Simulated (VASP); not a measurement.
Hf2H3:

```
Hf H
1.0
     4.00754    0.00000    0.00000
     0.00000    4.00754    0.00000
     0.00000    0.00000    4.00754
Hf H
2 3
Direct
  0.50000 0.50000 0.50000
  0.00000 0.00000 0.00000
  0.00000 0.50000 0.50000
  0.50000 0.00000 0.50000
  0.50000 0.50000 0.00000
```

The cell was built from a structure type or drawn by symmetry, and may not be a known phase.

```yaml
Program: VASP 6.6.1
Task: relaxation of cell and atoms
Functional: PBE
Potentials_or_basis: VASP PAW PBE potentials, release 64 (Hf_pv, H)
Cutoff: 600 eV
k_mesh: 4 × 4 × 4
Occupations: gaussian, width 0.1 eV
Spin: no spin polarisation
```

At the start: pressure -17.6 GPa; volume 12.87 Å³/atom.

Question: Where does the relaxation end?

Answer: Over 3 steps the energy falls by 165.5 meV/atom and the volume is 10.35 Å³/atom (-19.6 %); space group Pm-3m (No. 221, to 0.1 Å) before and after.

Step by step:
```tsv
step	energy change (eV)	largest force (eV/Å)	pressure (GPa)	volume (Å³)
1	0.0000	0.0000	-17.59	64.36
2	-0.8265	0.0000	-0.84	52.08
3	-0.8274	0.0000	-0.04	51.74
```

Final structure:
```
CELL_PARAMETERS angstrom
3.72621 0.00000 0.00000
0.00000 3.72621 0.00000
0.00000 0.00000 3.72621
ATOMIC_POSITIONS crystal
Hf 0.50000 0.50000 0.50000
Hf 0.00000 0.00000 0.00000
H 0.00000 0.50000 0.50000
H 0.50000 0.00000 0.50000
H 0.50000 0.50000 0.00000
```

Caveat: the k points lie up to 0.42 Å⁻¹ apart in the final cell, too coarse for converged energies and pressures of a metal; the volume moved by over 15 % at a fixed basis, so the end points are rough.
